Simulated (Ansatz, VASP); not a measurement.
## Two plane-wave programs on CsI

```
Cs I
1.0
     4.56670    0.00000    0.00000
     0.00000    4.56670    0.00000
     0.00000    0.00000    4.56670
Cs I
1 1
Direct
  0.00000 0.00000 0.00000
  0.50000 0.50000 0.50000
```

Alike in both runs: functional PBE; k mesh 6 × 6 × 6; occupations fermi-dirac, width 0.02 eV; no spin polarisation.

Ansatz relaxed the structure, and its values are those at the end. VASP's run is a single point on that final structure, the one shown.

|  | VASP | Ansatz |
| --- | --- | --- |
| version | VASP 6.6.1 | Ansatz 0.2.0 |
| potentials or method | VASP PAW PBE potentials, release 64 (Cs_sv, I) | plane-wave PAW, scalar-relativistic |
| plane-wave cutoff (eV) | 500 | 420 |
| valence electrons in the cell | 16 | 26 |

```csv
,VASP,Ansatz,Ansatz less VASP
gap on the k mesh at the Fermi level (eV),3.88,3.89,+0.014
pressure (GPa),0.8,0.8,-0.04
```

With one functional, cell and mesh, what is left measures potentials, basis and numerics. VASP's potentials hold 16 valence electrons a cell and Ansatz's 26, so a difference there can come from the potentials and not from the codes. Ansatz's warnings: stress scf threshold loose.

Neither program's run includes spin-orbit coupling.
